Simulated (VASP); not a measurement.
# FeO: single point with PBEsol

Crystal: FeO.

```
Fe O
1.0
     1.51882    0.87689    2.51958
    -1.51882    0.87689    2.51958
     0.00000   -1.75378    2.51958
Fe O
1 1
Direct
  0.00000 0.00000 0.00000
  0.50000 0.50000 0.50000
```

* Program: VASP 6.6.1
* Task: single point
* Functional: PBEsol
* Potentials or basis: VASP PAW PBE potentials, release 64 (Fe, O)
* Cutoff: 600 eV
* k mesh: 9 × 9 × 9
* Occupations: fermi-dirac, width 0.05 eV
* Spin: collinear spin, ferromagnetic start
* Starting moments: [3.0, 0.0] μB
* Dipole correction: no
* Further INCAR settings: ALGO = Normal; EDIFF = 1e-06; NBANDS = 18

* Pressure: -9.4 GPa
* Band gap on the k mesh: zero (filled and empty bands overlap)
* Net moment: 4.00 μB per cell
* Site moments: Fe +3.61; O +0.30 μB
* Valence electrons inside the program's atomic spheres: Fe 6.73; O 4.96

Stress tensor (GPa, compression positive):
```
 -9.03   0.00   0.00
  0.00  -9.03   0.00
  0.00   0.00 -10.20
```

Levels at points of the mesh, in eV from the Fermi level:
Spin up:
```tsv
k point	band 7	band 8	band 9	band 10	band 11	band 12
(0.00, 0.00, 0.00)	-3.76	-3.63	-3.63	-0.01	15.24	16.58
```
Spin down:
| k point | band 2 | band 3 | band 4 | band 5 | band 6 | band 7 | band 8 | band 9 |
| --- | --- | --- | --- | --- | --- | --- | --- | --- |
| (0.00, 0.00, 0.00) | -3.27 | -3.17 | -3.17 | -0.77 | -0.68 | -0.68 | 0.15 | 0.15 |

Wall time 2.5 min on 1 thread of Oxide Virtual Turin-like Processor, with other jobs on the host, peak memory 0.18 GiB.

Caveat: the cell stands under tension; the PAW data sets were made with another functional, which shifts forces and pressure a little; a cell with one magnetic atom can't hold antiferromagnetic order, which such compounds often take; semilocal functionals often make such compounds metallic where correlation or magnetic order opens a gap, which also shifts bond lengths. With open d or f shells a metallic result of PBEsol can be an artefact of self-interaction; +U or a hybrid may open a gap.
